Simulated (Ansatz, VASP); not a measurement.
**Two plane-wave programs on BaB**

Contents of INCAR:

```
SYSTEM = BaB
ALGO     = Normal         ! electronic algorithm
EDIFF    = 1E-7           ! SCF threshold, eV
ENCUT    = 520            ! plane-wave cutoff, eV
GGA      = PE             ! functional
ISIF     = 2              ! what is computed and relaxed
ISMEAR   = 0              ! smearing method
LASPH    = .True.         ! aspherical terms in the spheres
LCHARG   = .False.        ! write CHGCAR
LREAL    = .False.        ! projectors in reciprocal space
LWAVE    = .False.        ! write WAVECAR
NBANDS   = 14             ! bands
NELM     = 100            ! most SCF steps
PREC     = Accurate       ! precision mode
SIGMA    = 0.05           ! smearing width, eV
```

Contents of KPOINTS:

```
k-points
0
Gamma
  10 10 10
  0 0 0
```

The input POSCAR:

```
BaB
1.0
    0.0000000000      3.1032093686      3.1032093686
    3.1032093686      0.0000000000      3.1032093686
    3.1032093686      3.1032093686      0.0000000000
Ba B
1 1
Direct
    0.5000000000      0.5000000000      0.5000000000
    0.0000000000      0.0000000000      0.0000000000
```

Input for Ansatz:

```yaml
crystal:
  lattice:
    - [0.0, 3.1032093686, 3.1032093686]
    - [3.1032093686, 0.0, 3.1032093686]
    - [3.1032093686, 3.1032093686, 0.0]
  atoms:
    - { symbol: Ba, position: [0.5, 0.5, 0.5] }
    - { symbol: B, position: [0.0, 0.0, 0.0] }
basis:
  ecutwfc: 420
  ecutrho_ratio: 4
kpoints:
  mp_grid: { grid: [10, 10, 10] }
hamiltonian:
  xc: pbe
scf:
  occupations: { method: gaussian, width: 0.05 }
output:
  forces: true
  stress: true
  eigenvalues: true
```

Alike in both runs: task single point; functional PBE; k mesh 10 × 10 × 10; occupations gaussian, width 0.05 eV; no spin polarisation.

|  | VASP | Ansatz |
| --- | --- | --- |
| version | VASP 6.6.1 | Ansatz 0.2.0 |
| potentials or method | VASP PAW PBE potentials, release 64 (Ba_sv, B), cutoff 520 eV | scalar-relativistic, plane waves, PAW |
| valence electrons in the cell | 13 | 13 |

```tsv
	VASP	Ansatz	Ansatz less VASP
gap on the k mesh at the Fermi level (eV)	none	none	-
pressure (GPa)	0.0	-0.5	-0.48
```

A gap of «none» marks a metal or a gap that the smearing closes.

Spin-orbit coupling is off throughout.
